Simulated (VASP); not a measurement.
Y2Si, 6 atoms in the cell. Symmetry: Fd-3m, No. 227, cubic system. Conventional cell: a = 8.568 Å, b = 8.568 Å, c = 8.568 Å, α = 90.00°, β = 90.00°, γ = 90.00°. Within 4.0 Å of Y (site symmetry -3m) lie 6 Y at 3.03 Å and 6 Si at 3.55 Å. Within 4.7 Å of Si (site symmetry -43m) lie 12 Y at 3.55 Å and 4 Si at 3.71 Å. 

| Item | Value |
| --- | --- |
| Program | VASP 6.6.1 |
| Task | single point |
| Functional | PBE |
| Potentials or basis | VASP PAW PBE potentials, release 64 (Y_sv, Si) |
| Cutoff | 520 eV |
| k mesh | 8 × 8 × 8 |
| Occupations | gaussian, width 0.1 eV |
| Spin | no spin polarisation |
| Dipole correction | no |
| Further INCAR settings | ALGO = Fast; EDIFF = 1e-07; NBANDS = 35 |

Potentials or basis: VASP PAW PBE potentials, release 64 (Y_sv, Si).

Run with:

```console
$ cat potpaw_PBE.64/Y_sv/POTCAR potpaw_PBE.64/Si/POTCAR > POTCAR
$ mpirun -np 1 vasp_std > vasp.out
```

Hardware: 1 thread of Intel(R) Xeon(R) Platinum 8259CL CPU @ 2.50GHz (Skylake/Cascade Lake) (shared host).

Problem. How long does it take, and how much memory?

Solution. Wall time 8 min on 1 thread of Intel(R) Xeon(R) Platinum 8259CL CPU @ 2.50GHz (Skylake/Cascade Lake), with other jobs on the host, peak memory 0.41 GiB. Counts: scf iterations 27, k points 29.
